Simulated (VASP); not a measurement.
# ZnPt (Cmmm) in VASP: notebook

ZnPt is run at these levels: LDA; tasks: single point.

All numbers are computed with VASP 6.6.1; they aren't measurements. Logs are shortened: lines on timing, memory, paths and dates and some standing lists are left out, and cuts for length are marked.

### 1 The cell of the first run

Symmetry: Cmmm, No. 65, orthorhombic system. Conventional cell: a = 4.020 Å, b = 4.081 Å, c = 3.510 Å, α = 90.00°, β = 90.00°, γ = 90.00°. Within 3.5 Å of Zn (site symmetry mmm) lie 8 Pt at 2.67 to 2.69 Å and 4 Zn at 2.86 Å. Pt (site symmetry mmm) has 8 Zn at 2.67 to 2.69 Å and 4 Pt at 2.86 Å within 3.5 Å.

### 2 Single point, LDA (strain +0.0150 x Voigt [0, 0, 0, 0, 0, 1])

INCAR

```
SYSTEM = ZnPt
ALGO = Fast
EDIFF = 1E-6
ENCUT = 520
ISIF = 2
ISMEAR = 0
LASPH = .True.
LCHARG = .True.
LELF = .True.
LREAL = .False.
LVHAR = .True.
LWAVE = .False.
NBANDS = 18
NELM = 100
PREC = Accurate
SIGMA = 0.15
```

KPOINTS

```
k-points
0
Gamma
  16 16 14
  0 0 0
```

POSCAR

```
ZnPt
1.0
    2.8640000000      0.0214800000      0.0000000000
    0.0214800000      2.8640000000      0.0000000000
    0.0000000000      0.0000000000      3.5100000000
Zn Pt
1 1
Direct
    0.5000000000      0.5000000000      0.5000000000
    0.0000000000      0.0000000000      0.0000000000
```

Potentials or basis: VASP PAW LDA potentials, release 64 (Zn, Pt).

Started as:

```bash
$ cat potpaw_LDA.64/Zn/POTCAR potpaw_LDA.64/Pt/POTCAR > POTCAR
$ mpirun -np 1 vasp_std > vasp.out
```

OUTCAR:

```text
SYSTEM = ZnPt
   EDIFF = 1E-6
   ENCUT = 520
   ISIF = 2
   ISMEAR = 0
   LASPH = .True.
   LREAL = .False.
   NELM = 100
   PREC = Accurate

 ion  position               nearest neighbor table
   1  0.500  0.500  0.500-   2 2.67   2 2.67   2 2.67   2 2.67   2 2.69   2 2.69   2 2.69   2 2.69

   2  0.000  0.000  0.000-   1 2.67   1 2.67   1 2.67   1 2.67   1 2.69   1 2.69   1 2.69   1 2.69

  LATTYP: Found a base centered orthorhombic cell.
 ALAT       =     4.0199303353
 B/A-ratio  =     1.0151133501
 C/A-ratio  =     0.8731494596

  Lattice vectors:

 A1 = (  -0.0214800000,  -2.8640000000,   0.0000000000)
 A2 = (   2.8640000000,   0.0214800000,   0.0000000000)
 A3 = (   0.0000000000,   0.0000000000,   3.5100000000)

Analysis of symmetry for initial positions (statically):
=====================================================================
 Subroutine PRICEL returns:
 Original cell was already a primitive cell.

 Routine SETGRP: Setting up the symmetry group for a
 base centered orthorhombic supercell.

 Subroutine GETGRP returns: Found  8 space group operations
 (whereof  8 operations were pure point group operations)
 out of a pool of  8 trial point group operations.

The static configuration has the point symmetry D_2h.

Analysis of symmetry for dynamics (positions and initial velocities):
=====================================================================
 Subroutine PRICEL returns:
 Original cell was already a primitive cell.

 Routine SETGRP: Setting up the symmetry group for a
 base centered orthorhombic supercell.

 Subroutine GETGRP returns: Found  8 space group operations
 (whereof  8 operations were pure point group operations)
 out of a pool of  8 trial point group operations.

The dynamic configuration has the point symmetry D_2h.

 Subroutine INISYM returns: Found  8 space group operations
 (whereof  8 operations are pure point group operations),
 and found     1 'primitive' translations

----------------------------------------------------------------------------------------

                                     Primitive cell

  volume of cell :      28.7891

  direct lattice vectors                    reciprocal lattice vectors
     2.864000000  0.021480000  0.000000000     0.349181653 -0.002618862  0.000000000
     0.021480000  2.864000000  0.000000000    -0.002618862  0.349181653  0.000000000
     0.000000000  0.000000000  3.510000000     0.000000000  0.000000000  0.284900285

  length of vectors
     2.864080549  2.864080549  3.510000000     0.349191473  0.349191473  0.284900285

  position of ions in fractional coordinates (direct lattice)
     0.500000000  0.500000000  0.500000000
     0.000000000  0.000000000  0.000000000

  ion indices of the primitive-cell ions
   primitive index   ion index
                 1           1
                 2           2

----------------------------------------------------------------------------------------

 KPOINTS: k-points

Automatic generation of k-mesh.
 Grid dimensions read from file:
 generate k-points for:   16   16   14

 Generating k-lattice:

  Cartesian coordinates                     Fractional coordinates (reciprocal lattice)
     0.021823853 -0.000163679  0.000000000     0.062500000 -0.000000000  0.000000000
    -0.000163679  0.021823853  0.000000000    -0.000000000  0.062500000  0.000000000
     0.000000000  0.000000000  0.020350020     0.000000000  0.000000000  0.071428571

  Length of vectors
     0.021824467  0.021824467  0.020350020

  Shift w.r.t. Gamma in fractional coordinates (k-lattice)
     0.000000000  0.000000000  0.000000000

 Subroutine IBZKPT returns following result:
 ===========================================

 Found    584 irreducible k-points:

 Following reciprocal coordinates:
            Coordinates               Weight
  0.000000  0.000000  0.000000      1.000000
  0.062500  0.000000  0.000000      4.000000
  0.125000  0.000000  0.000000      4.000000
  0.187500  0.000000  0.000000      4.000000
  0.250000  0.000000  0.000000      4.000000
  0.312500  0.000000  0.000000      4.000000
[... 16 lines left out ...]
 -0.125000  0.062500  0.000000      4.000000
 -0.062500  0.062500  0.000000      2.000000
 [... further k-points ...]
   k-points           NKPTS =    584   k-points in BZ     NKDIM =    584   number of bands    NBANDS=     18
   number of dos      NEDOS =    301   number of ions     NIONS =      2
   total plane-waves  NPLWV =  16128
   dimension x,y,z NGX =    24 NGY =   24 NGZ =   28
   dimension x,y,z NGXF=    48 NGYF=   48 NGZF=   56
   ions per type =               1   1
   NGX,Y,Z   is equivalent  to a cutoff of  13.93, 13.93, 13.26 a.u.
   NGXF,Y,Z  is equivalent  to a cutoff of  27.86, 27.86, 26.52 a.u.
 SYSTEM =  ZnPt
   PREC   = accura    normal or accurate (medium, high low for compatibility)
   ISTART =      0    job   : 0-new  1-cont  2-samecut
   ICHARG =      2    charge: 1-file 2-atom 10-const
   ISPIN  =      1    spin polarized calculation?
   LNONCOLLINEAR =      F non collinear calculations
   LSORBIT =      F    spin-orbit coupling
   LASPH  =      T    aspherical Exc in radial PAW
   ENCUT  =  520.0 eV  38.22 Ry    6.18 a.u.   5.33  5.33  6.53*2*pi/ulx,y,z
   NELM   =    100;   NELMIN=  2; NELMDL= -5     # of ELM steps
   EDIFF  = 0.1E-05   stopping-criterion for ELM
   LREAL  =      F    real-space projection
   EDIFFG = 0.1E-04   stopping-criterion for IOM
   NSW    =      0    number of steps for IOM
   IBRION =     -1    ionic relax: 0-MD 1-quasi-New 2-CG
   NFREE  =      0    steps in history (QN), initial steepest desc. (CG)
   ISIF   =      2    stress and relaxation
   ISYM   =      2    0-nonsym 1-usesym 2-fastsym
   POTIM  = 0.5000    time-step for ionic-motion
   TEBEG  =    0.0;   TEEND  =   0.0 temperature during run
   PSTRESS=    0.0 pullay stress
   NELECT =      22.0000    total number of electrons
   NUPDOWN=      -1.0000    fix difference up-down
   EMIN   =  10.00;   EMAX   =-10.00  energy-range for DOS
   EFERMI =   0.00;   METHOD = LEGACY
   ISMEAR =     0;   SIGMA  =   0.15  broadening in eV -4-tet -1-fermi 0-gaus
   EFERMI_NEDOS =   21; number of points for ismear=-14 and -15
   IALGO  =     68    algorithm
   IMIX   =      4    mixing-type and parameters
     AMIX     =   0.40;   BMIX     =  1.00
     AMIX_MAG =   1.60;   BMIX_MAG =  1.00
  volume/ion in A,a.u.               =      14.39        97.14
  Fermi-wavevector in a.u.,A,eV,Ry     =   1.496716  2.828384 30.479223  2.240160
  Thomas-Fermi vector in A             =   2.608697
   LORBIT       =      0    0 simple, 1 ext, 2 COOP (PROOUT), +10 PAW based schemes
   GGA     = CA    functional components
   LHFCALC =     F    Hartree Fock is set to
   AEXX    =    0.0000 exact exchange contribution
   IVDW    =     0    specifies the selected vdW correction
   LEPSILON=     F    determine dielectric tensor
   LRPA    =     F    only Hartree local field effects (RPA)
 non-spin polarized calculation
 RMM-DIIS sequential band-by-band and
 Gauss-broadening in eV      SIGMA  =   0.15
  energy-cutoff  :      520.00
  volume of cell :       28.79
 maximum number of plane-waves:       794
 NGX is ok and might be reduce to    24
   NGX = 11   NGY = 11   NGZ = 13

 number of electron      22.0000008 magnetization

 Free energy of the ion-electron system (eV)
  ---------------------------------------------------
  ext. energy  EPLUGINS =         0.00000000
  ---------------------------------------------------
  free energy    TOTEN  =       -10.48649608 eV

  energy without entropy =      -10.48190709  energy(sigma->0) =      -10.48420158

 E-fermi :   7.2031     XC(G=0): -13.1013

 val. band max:        7.1880709872   @ k =  -0.3125   0.1250   0.4286
 cond. band min:       7.2345015837   @ k =   0.2500   0.2500   0.5000
 fundamental gap:      0.0464305965
 Fermi energy:         7.2030694997

 k-point     1 :       0.0000    0.0000    0.0000
  band No.  band energies     occupation
      1      -3.1683      2.00000
      2      -0.5643      2.00000
      3      -0.5233      2.00000
      4       0.1854      2.00000
      5       0.2287      2.00000
      6       0.4329      2.00000
[... 10 lines left out ...]
     17      22.7942      0.00000
     18      24.6725      0.00000

 k-point     2 :       0.0625    0.0000    0.0000
  band No.  band energies     occupation
      1      -3.0820      2.00000
      2      -0.5401      2.00000
      3      -0.5009      2.00000
      4       0.1842      2.00000
      5       0.2288      2.00000
      6       0.4252      2.00000
[... 10 lines left out ...]
     17      23.3211      0.00000
     18      24.7246      0.00000

 k-point     3 :       0.1250    0.0000    0.0000
  band No.  band energies     occupation
      1      -2.8271      2.00000
      2      -0.4841      2.00000
      3      -0.4247      2.00000
      4       0.1708      2.00000
      5       0.2392      2.00000
      6       0.4033      2.00000
[... 10 lines left out ...]
     17      24.7754      0.00000
     18      24.9337      0.00000

 k-point     4 :       0.1875    0.0000    0.0000
  band No.  band energies     occupation
      1      -2.4157      2.00000
      2      -0.4113      2.00000
      3      -0.3009      2.00000
      4       0.1421      2.00000
      5       0.2648      2.00000
      6       0.3710      2.00000
[... 375 lines left out ...]
      4       0.1394      2.00000
      5       0.2582      2.00000
      6       0.3661      2.00000
[... 10 lines left out ...]
     17      24.5391      0.00000
     18      26.5189      0.00000

 k-point    23 :      -0.1250    0.0625    0.0000
  band No.  band energies     occupation
      1      -2.7372      2.00000
      2      -0.4545      2.00000
      3      -0.4097      2.00000
      4       0.1772      2.00000
      5       0.2296      2.00000
      6       0.3973      2.00000
[... 10 lines left out ...]
     17      24.7855      0.00000
     18      24.8627      0.00000

 k-point    24 :      -0.0625    0.0625    0.0000
  band No.  band energies     occupation
      1      -2.9934      2.00000
      2      -0.5127      2.00000
      3      -0.4816      2.00000
      4       0.2043      2.00000
      5       0.2080      2.00000
      6       0.4184      2.00000
[... 10 lines left out ...]
     17      23.3659      0.00000
     18      24.7818      0.00000

 [... further k-points ...]

------------------------ aborting loop because EDIFF is reached ----------------------------------------

  FORCE on cell =-STRESS in cart. coord.  units (eV):
  Direction    XX          YY          ZZ          XY          YZ          ZX
  --------------------------------------------------------------------------------------
  -------------------------------------------------------------------------------------
  Total       -1.7844220     -1.7844220     -1.7619121     -0.1393111      0.0000000      0.0000000
  in kB      -99.3069051    -99.3069051    -98.0541762     -7.7529635      0.0000000      0.0000000
  external PRESSURE =     -98.8893288 kB  Pullay stress =       0.0000000 kB

 VOLUME and BASIS-vectors are now :
 -----------------------------------------------------------------------------
  energy-cutoff  :      520.00
  volume of cell :       28.79
      direct lattice vectors                 reciprocal lattice vectors
     2.864000000  0.021480000  0.000000000     0.349181653 -0.002618862  0.000000000
     0.021480000  2.864000000  0.000000000    -0.002618862  0.349181653  0.000000000
     0.000000000  0.000000000  3.510000000     0.000000000  0.000000000  0.284900285

 POSITION                                       TOTAL-FORCE (eV/Angst)
 -----------------------------------------------------------------------------------
      1.44274      1.44274      1.75500         0.000000      0.000000      0.000000
      0.00000      0.00000      0.00000        -0.000000      0.000000      0.000000
 -----------------------------------------------------------------------------------
    total drift:                                0.000000      0.000000     -0.000000

  FREE ENERGIE OF THE ION-ELECTRON SYSTEM (eV)
  ---------------------------------------------------
  free  energy   TOTEN  =       -10.4864960803 eV

  energy  without entropy=      -10.4819070874  energy(sigma->0) =      -10.48420158
```

Wall time 4.8 min (1 thread of Oxide Virtual Turin-like, shared host); peak memory 0.36 GiB.

What came out:

| Item | Value |
| --- | --- |
| Free energy | -10.4865 eV |
| Pressure | -9.9 GPa |
| Band gap on the k mesh | zero (band 11 reaches 10.22 eV, above the bottom of band 12 at 5.66 eV) |

Levels at points of the mesh, in eV from the Fermi level:
```
           k point  band 9  band 10  band 11  band 12  band 13  band 14
(0.00, 0.00, 0.00)   -1.50    -1.49    -0.92     2.43     8.31     8.34
(0.50, 0.00, 0.00)   -4.17    -2.61    -1.59     1.16     9.12     9.75
(0.50, 0.50, 0.00)   -2.52    -0.49    -0.25     0.17     5.02     5.53
(0.00, 0.00, 0.50)   -2.42    -2.36    -1.89    -0.98    12.44    13.57
(0.50, 0.00, 0.50)   -1.84    -1.57    -1.27    -1.19     3.08     4.14
(0.50, 0.50, 0.50)   -1.26     0.19     2.59     5.03     5.30     5.58
```

Caveat: the cell differs from its parent crystal (strain +0.0150 x Voigt [0, 0, 0, 0, 0, 1]); spin-orbit coupling is left out, which moves the levels of the heavy elements.

### 3 Single point, LDA (strain -0.0100 x Voigt [0, 0, 0, 0, 0, 1])

Edit INCAR of step 2 so:

```diff
@@ -4,2 +4,3 @@
 ENCUT = 520
+GGA = CA
 ISIF = 2
@@ -13,3 +14,3 @@
 NBANDS = 18
-NELM = 100
+NELM = 80
 PREC = Accurate
```

KPOINTS is that of step 2.

POSCAR

```
ZnPt
1.0
    2.8640000000     -0.0143200000      0.0000000000
   -0.0143200000      2.8640000000      0.0000000000
    0.0000000000      0.0000000000      3.5100000000
Zn Pt
1 1
Direct
    0.5000000000      0.5000000000      0.5000000000
    0.0000000000      0.0000000000      0.0000000000
```

Potentials or basis: VASP PAW LDA potentials, release 64 (Zn, Pt).

Started as:

```bash
$ cat potpaw_LDA.64/Zn/POTCAR potpaw_LDA.64/Pt/POTCAR > POTCAR
$ mpirun -np 1 vasp_std > vasp.out
```

OUTCAR:

```text
SYSTEM = ZnPt
   EDIFF = 1E-6
   ENCUT = 520
   GGA = CA
   ISIF = 2
   ISMEAR = 0
   LASPH = .True.
   LREAL = .False.
   NELM = 80
   PREC = Accurate

 ion  position               nearest neighbor table
   1  0.500  0.500  0.500-   2 2.67   2 2.67   2 2.67   2 2.67   2 2.69   2 2.69   2 2.69   2 2.69

   2  0.000  0.000  0.000-   1 2.67   1 2.67   1 2.67   1 2.67   1 2.69   1 2.69   1 2.69   1 2.69

  LATTYP: Found a base centered orthorhombic cell.
 ALAT       =     4.0300561044
 B/A-ratio  =     1.0100502513
 C/A-ratio  =     0.8709556168
[... 697 lines left out ...]

  FORCE on cell =-STRESS in cart. coord.  units (eV):
  Direction    XX          YY          ZZ          XY          YZ          ZX
  --------------------------------------------------------------------------------------
  -------------------------------------------------------------------------------------
  Total       -1.7863755     -1.7863755     -1.7675357      0.0925112      0.0000000      0.0000000
  in kB      -99.4125100    -99.4125100    -98.3640720      5.1482864      0.0000000      0.0000000
  external PRESSURE =     -99.0630306 kB  Pullay stress =       0.0000000 kB

 VOLUME and BASIS-vectors are now :
 -----------------------------------------------------------------------------
  energy-cutoff  :      520.00
  volume of cell :       28.79
      direct lattice vectors                 reciprocal lattice vectors
     2.864000000 -0.014320000  0.000000000     0.349170740  0.001745854  0.000000000
    -0.014320000  2.864000000  0.000000000     0.001745854  0.349170740  0.000000000
     0.000000000  0.000000000  3.510000000     0.000000000  0.000000000  0.284900285

 POSITION                                       TOTAL-FORCE (eV/Angst)
 -----------------------------------------------------------------------------------
      1.42484      1.42484      1.75500         0.000000      0.000000      0.000000
      0.00000      0.00000      0.00000        -0.000000      0.000000      0.000000
 -----------------------------------------------------------------------------------
    total drift:                                0.000000      0.000000     -0.000000

  FREE ENERGIE OF THE ION-ELECTRON SYSTEM (eV)
  ---------------------------------------------------
  free  energy   TOTEN  =       -10.4870184943 eV

  energy  without entropy=      -10.4824369927  energy(sigma->0) =      -10.48472774
```

OSZICAR:

```text
N       E                     dE             d eps       ncg     rms          rms(c)
DAV:   1     0.119326899158E+03    0.11933E+03   -0.11091E+04 21876   0.165E+03
DAV:   2    -0.525844267684E+01   -0.12459E+03   -0.11808E+03 21480   0.307E+02
DAV:   3    -0.108801615618E+02   -0.56217E+01   -0.55596E+01 23410   0.680E+01
DAV:   4    -0.109341389189E+02   -0.53977E-01   -0.53954E-01 23248   0.585E+00
DAV:   5    -0.109347998258E+02   -0.66091E-03   -0.66089E-03 22844   0.706E-01    0.100E+01
RMM:   6    -0.105419892369E+02    0.39281E+00   -0.74289E-01 22685   0.837E+00    0.535E+00
RMM:   7    -0.104975819754E+02    0.44407E-01   -0.39200E-02 23588   0.190E+00    0.226E+00
RMM:   8    -0.104875441693E+02    0.10038E-01   -0.10069E-02 24276   0.790E-01    0.314E-01
RMM:   9    -0.104870866900E+02    0.45748E-03   -0.21008E-03 26074   0.546E-01    0.128E-01
RMM:  10    -0.104870425878E+02    0.44102E-04   -0.43759E-04 24976   0.211E-01    0.666E-02
RMM:  11    -0.104870160818E+02    0.26506E-04   -0.13449E-04 25378   0.122E-01    0.163E-02
RMM:  12    -0.104870191954E+02   -0.31136E-05   -0.26610E-05 26900   0.361E-02    0.140E-02
RMM:  13    -0.104870184943E+02    0.70107E-06   -0.61172E-06 22458   0.239E-02
   1 F= -.10487018E+02 E0= -.10484728E+02  d E =-.458150E-02
```

stdout:

```text
POSCAR found type information on POSCAR ZnPt
 POSCAR found :  2 types and       2 ions
 scaLAPACK will be used
 LDA part: xc-table for (Slater(with rela. corr.)+CA(PZ))
 , standard interpolation
 POSCAR, INCAR and KPOINTS ok, starting setup
 FFT: planning ... GRIDC
 FFT: planning ... GRID_SOFT
 FFT: planning ... GRID
 WAVECAR not read
 entering main loop
WARNING in EDDRMM: call to ZHEGV failed, returncode =   8  4     18
WARNING in EDDRMM: call to ZHEGV failed, returncode =   8  4     17
```

It took 4.2 min on 1 thread of Oxide Virtual Turin-like, shared host; peak memory 0.37 GiB.

What came out:

```yaml
Free_energy: -10.4870 eV
Pressure: -9.9 GPa
Band_gap_on_the_k_mesh: zero (band 11 reaches 10.23 eV, above the bottom of band 12 at 5.65 eV)
```

Stress tensor (GPa, compression positive):
```
-9.94  0.51  0.00
 0.51 -9.94  0.00
 0.00  0.00 -9.84
```

Levels at points of the mesh, in eV from the Fermi level:
```
           k point  band 9  band 10  band 11  band 12  band 13  band 14
(0.00, 0.00, 0.00)   -1.50    -1.49    -0.92     2.43     8.31     8.34
(0.50, 0.00, 0.00)   -4.17    -2.61    -1.59     1.16     9.12     9.75
(0.50, 0.50, 0.00)   -2.53    -0.45    -0.30     0.17     5.05     5.50
(0.00, 0.00, 0.50)   -2.41    -2.37    -1.89    -0.98    12.44    13.59
(0.50, 0.00, 0.50)   -1.84    -1.57    -1.27    -1.19     3.08     4.14
(0.50, 0.50, 0.50)   -1.26     0.19     2.59     5.07     5.25     5.57
```

Caveat: the cell differs from its parent crystal (strain -0.0100 x Voigt [0, 0, 0, 0, 0, 1]); spin-orbit coupling is left out, which moves the levels of the heavy elements.
